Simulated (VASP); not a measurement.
Runs of VASP 6.6.1 on Pb. The structure is cubic, space group Fm-3m (No. 225). Conventional cell: a = 4.950 Å, b = 4.950 Å, c = 4.950 Å, α = 90.00°, β = 90.00°, γ = 90.00°. Within 4.6 Å of Pb (site symmetry m-3m) lie 12 Pb at 3.50 Å. 

```tsv
k mesh	gap on the mesh (eV)	pressure (GPa)
5 × 5 × 5	none	1.8
3 × 3 × 3	none	(a)
4 × 4 × 4	none	1.8
8 × 8 × 8	none	2.6
```

Alike in all rows: task single point; level PBE; potentials or basis VASP PAW PBE potentials, release 64 (Pb_d); no spin polarisation; cell as given; cutoff (eV) 500; smearing gaussian 0.1 eV.

Question: Fill in the values left out.

Answer: (a) 1.3.

Caveats: some runs use coarse meshes; spin-orbit coupling is left out, which moves the levels of the heavy elements.

A k mesh can miss the band edges, and the runs leave out spin-orbit coupling on Pb.

A gap of «none» marks levels without a gap at the run's occupations.
